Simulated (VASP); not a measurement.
A run of VASP 6.6.1 is set up as follows.

INCAR

```
SYSTEM = KTmI4
  ALGO = Normal
  EDIFF = 1E-6
  ENCUT = 500
  GGA = PE
  GGA_COMPAT = .False.
  ISIF = 2
  ISMEAR = 0
  LASPH = .True.
  LCHARG = .False.
  LMAXMIX = 6
  LREAL = .False.
  LWAVE = .False.
  NBANDS = 32
  NELM = 200
  PREC = Accurate
  SIGMA = 0.02
```

KPOINTS

```
k-points
0
Gamma
  4 6 4
  0 0 0
```

File POSCAR:

```
KTmI4
1.0
    7.5307962587      0.0000000000     -0.0611213801
    0.0000000000      4.5452614065      0.0000000000
   -0.3860653369      0.0000000000      8.2892339250
K Tm I
1 1 4
Direct
    0.5000000000      0.5000000000      0.5000000000
    0.0000000000      0.0000000000      0.0000000000
    0.2284135557      0.5000000000      0.8756545123
    0.7715864443      0.5000000000      0.1243454877
    0.7871177201      0.0000000000      0.6914218834
    0.2128822799      0.0000000000      0.3085781166
```

Potentials or basis: VASP PAW PBE potentials, release 64 (K_sv, Tm_3, I), 4f in core.

The run is started by

```console
$ cat potpaw_PBE.64/K_sv/POTCAR potpaw_PBE.64/Tm_3/POTCAR potpaw_PBE.64/I/POTCAR > POTCAR
$ mpirun -np 1 vasp_std > vasp.out
```

Task: Estimate the largest force.

Result: 0.024 eV/Å.

Task: Estimate the band gap on the k mesh.

Result: 2.57 eV.

Task: Predict the pressure.

Result: 0.1 GPa.

Forces in eV/Å, atoms in the order of the input:
```
K    0.000  0.000  0.000
Tm   0.000  0.000  0.000
I    0.019  0.000 -0.015
I   -0.019  0.000  0.015
I   -0.007  0.000 -0.019
I    0.007  0.000  0.019
```

Caveat: spin-orbit coupling is left out, which moves the levels of the heavy elements; the 4f electrons are frozen in the core, so they carry no moment and show no levels. Spin polarisation is off, so any magnetic state and its effect on volume and gap are missing.
